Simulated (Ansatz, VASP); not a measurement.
## One calculation of Ag, two programs

```
CELL_PARAMETERS angstrom
2.96856 0.00000 0.00000
-1.48428 2.57085 0.00000
0.00000 0.00000 4.85303
ATOMIC_POSITIONS crystal
Ag 0.33333 0.66667 0.25000
Ag 0.66667 0.33333 0.75000
```

Change from the starting cell: volume scaled by 1.04, ions relaxed.

Alike in both runs: functional PBE; k mesh 18 × 18 × 10; occupations fermi-dirac, width 0.05 eV; no spin polarisation.

Ansatz relaxed the structure, and its values are those at the end. VASP's run is a single point on that final structure, the one shown.

```csv
,VASP,Ansatz
version,VASP 6.6.1,Ansatz 0.2.0
potentials or method,"VASP PAW PBE potentials, release 64 (Ag)","plane-wave PAW, scalar-relativistic"
plane-wave cutoff (eV),520,420
valence electrons in the cell,22,38
```

Ansatz gave:

```
pressure (GPa) : -2.8
```

**Question.** Which values does VASP return?

**Answer.** Pressure (GPa): -2.9.

With one functional, cell and mesh, what is left measures potentials, basis and numerics. VASP's potentials hold 22 valence electrons a cell and Ansatz's 38, so a difference there can come from the potentials and not from the codes. Ansatz's warnings: stress scf threshold loose.
